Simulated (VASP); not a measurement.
Crystal: S.

```
S
1.0
     0.00000    2.04083    2.04083
     2.04083    0.00000    2.04083
     2.04083    2.04083    0.00000
S
1
Cartesian
  0.0000 0.0000 0.0000
```

- Program: VASP 6.6.1
- Task: relaxation of cell and atoms
- Functional: PBE
- Potentials or basis: VASP PAW PBE potentials, release 64 (S)
- Cutoff: 600 eV
- k mesh: 17 × 17 × 17
- Occupations: fermi-dirac, width 0.05 eV
- Spin: no spin polarisation

At the start: pressure -4.7 GPa; volume 17.00 Å³/atom.

Question: How do energy, volume and symmetry change on relaxing?

Answer: Over 3 steps the energy falls by 18.0 meV/atom and the volume is 15.85 Å³/atom (-6.8 %); space group Fm-3m (No. 225, to 0.05 Å).

Step by step:
| step | energy change (eV) | largest force (eV/Å) | pressure (GPa) | volume (Å³) |
| --- | --- | --- | --- | --- |
| 1 | 0.0000 | 0.0000 | -4.71 | 17.00 |
| 2 | -0.0179 | 0.0000 | 0.24 | 15.80 |
| 3 | -0.0180 | 0.0000 | 0.00 | 15.85 |

Final structure:
```
S
1.0
     0.00000    1.99366    1.99366
     1.99366    0.00000    1.99366
     1.99366    1.99366    0.00000
S
1
Cartesian
  0.0000 0.0000 0.0000
```
